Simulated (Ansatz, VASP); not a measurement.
# One calculation of Nb, two programs

```
Nb
1.0
    -1.06888    1.71951    1.71951
     1.71951   -1.06888    1.71951
     1.71951    1.71951   -1.06888
Nb
1
Cartesian
  0.0000 0.0000 0.0000
```

Alike in both runs: task single point; functional PBE; k mesh 22 × 22 × 22; occupations gaussian, width 0.15 eV; no spin polarisation.

|  | VASP | Ansatz |
| --- | --- | --- |
| version | VASP 6.6.1 | Ansatz 0.2.0 |
| potentials or method | VASP PAW PBE potentials, release 64 (Nb_sv), cutoff 520 eV | scalar-relativistic, plane waves, PAW |
| valence electrons in the cell | 13 | 13 |

|  | VASP | Ansatz | Ansatz less VASP |
| --- | --- | --- | --- |
| gap on the k mesh at the Fermi level (eV) | none | none | - |
| pressure (GPa) | 10.1 | 10.3 | +0.18 |
| traceless stress, the component that is largest in VASP (GPa) | -9.50 | -9.51 | -0.003 |

A gap of «none» marks a metal or a gap that the smearing closes.
